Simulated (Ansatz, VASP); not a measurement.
# NiGe in VASP and in Ansatz

INCAR

```
SYSTEM = NiGe
  PREC = Accurate
  ENCUT = 520
  EDIFF = 1E-6
  ISMEAR = 0
  SIGMA = 0.15
  LREAL = .FALSE.
  LASPH = .TRUE.
  NELM = 80
  ALGO = Fast
  ISIF = 2
  LWAVE = .FALSE.
  LCHARG = .FALSE.
  GGA = PE
  NBANDS = 58
```

The input KPOINTS:

```
regular mesh
0
G
  8 12 8
  0 0 0
```

Contents of POSCAR:

```
NiGe
1.0
    5.3966575280      0.0000000000      0.0000000000
    0.0000000000      3.4808800805      0.0000000000
    0.0000000000      0.0000000000      5.8460821463
Ni Ge
4 4
Direct
    0.9757532307      0.7500000000      0.1901826734
   -0.0128132069      0.2500000000      0.8098173266
    0.4871867931      0.2500000000      0.6901826734
    0.4757532307      0.7500000000      0.3098173266
    0.8103268991      0.7500000000      0.5874320982
    0.1896731009      0.2500000000      0.4125679018
    0.6896731009      0.2500000000      0.0874320982
    0.3103268991      0.7500000000      0.9125679018
```

Input for Ansatz:

```yaml
crystal:
  lattice:
    - [5.396657528, 0.0, 0.0]
    - [0.0, 3.4808800805, 0.0]
    - [0.0, 0.0, 5.8460821463]
  atoms:
    - { symbol: Ni, position: [0.9757532307, 0.75, 0.1901826734] }
    - { symbol: Ni, position: [-0.0128132069, 0.25, 0.8098173266] }
    - { symbol: Ni, position: [0.4871867931, 0.25, 0.6901826734] }
    - { symbol: Ni, position: [0.4757532307, 0.75, 0.3098173266] }
    - { symbol: Ge, position: [0.8103268991, 0.75, 0.5874320982] }
    - { symbol: Ge, position: [0.1896731009, 0.25, 0.4125679018] }
    - { symbol: Ge, position: [0.6896731009, 0.25, 0.0874320982] }
    - { symbol: Ge, position: [0.3103268991, 0.75, 0.9125679018] }
basis:
  ecutwfc: 420
kpoints:
  mp_grid: { grid: [8, 12, 8] }
hamiltonian:
  xc: pbe
scf:
  occupations: { method: gaussian, width: 0.15 }
output:
  forces: true
  stress: true
  eigenvalues: true
```

Change from the starting cell: all Ni atoms moved -0.100 Å, as atom 1 along Cartesian [1 0 0].

Alike in both runs: task single point; functional PBE; k mesh 8 × 12 × 8; occupations gaussian, width 0.15 eV; no spin polarisation.

|  | VASP | Ansatz |
| --- | --- | --- |
| version | VASP 6.6.1 | Ansatz 0.2.0 |
| potentials or method | VASP PAW PBE potentials, release 64 (Ni, Ge_d), cutoff 520 eV | scalar-relativistic, plane waves, PAW |
| valence electrons in the cell | 96 | 128 |

|  | VASP | Ansatz | Ansatz less VASP |
| --- | --- | --- | --- |
| gap on the k mesh at the Fermi level (eV) | none | none | - |
| pressure (GPa) | 0.9 | 0.6 | -0.25 |
| traceless stress, the component that is largest in VASP (GPa) | -0.17 | -0.24 | -0.064 |
| rms of the force components (eV/Å) | 0.382 | 0.379 | -0.0027 |

Atom by atom the forces differ by 0.005 eV/Å (rms over components). A gap of «none» marks a metal or a gap that the smearing closes. VASP's potentials hold 96 valence electrons a cell and Ansatz's 128, so a difference there can come from the potentials and not from the codes.
